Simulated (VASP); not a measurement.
**BaHfO3: single point with PBE**

The system is BaHfO3.

```
Ba Hf O
1.0
     4.12179    0.00000    0.00000
     0.00000    4.12179    0.00000
     0.00000    0.00000    4.12179
Ba Hf O
1 1 3
Direct
  0.50000 0.50000 0.50000
  0.00000 0.00000 0.00000
  0.00000 0.50000 0.00000
  0.50000 0.00000 0.00000
  0.00000 0.00000 0.50000
```

This cell differs from its parent crystal: strained cell.

```yaml
Program: VASP 6.6.1
Task: single point
Functional: PBE
Potentials_or_basis: VASP PAW PBE potentials, release 64 (Ba_sv, Hf_pv, O)
Cutoff: 520 eV
k_mesh: 6 × 6 × 6
Occupations: gaussian, width 0.02 eV
Spin: no spin polarisation
```

```json
{
  "Pressure": "10.3 GPa",
  "Band gap on the k mesh": "3.65 eV (least direct gap 3.82 eV)"
}
```

Levels at points of the mesh, in eV from the valence-band top:
```csv
k point,band 15,band 16,band 17,band 18,band 19,band 20,band 21,band 22,band 23,band 24
"(0.00, 0.00, 0.00)",-1.03,-1.03,-0.17,-0.17,-0.17,3.65,3.65,3.65,4.74,4.74
"(0.50, 0.00, 0.00)",-1.79,-1.77,-1.77,-0.48,-0.48,4.26,6.61,6.61,6.64,6.96
"(0.50, 0.50, 0.00)",-2.54,-0.93,-0.92,-0.92,-0.08,6.50,6.50,6.83,7.09,8.42
"(0.50, 0.50, 0.50)",-2.53,-2.53,0.00,0.00,0.00,6.19,6.19,6.19,8.17,8.17
```

It took 51 s on 1 thread of Intel Xeon 8259CL, on a shared host, peak memory 0.2 GiB.

Caveat: the cell differs from its parent crystal (strained cell); the cell stands under pressure; spin-orbit coupling is left out, which moves the levels of the heavy elements. A k mesh can miss the band edges.
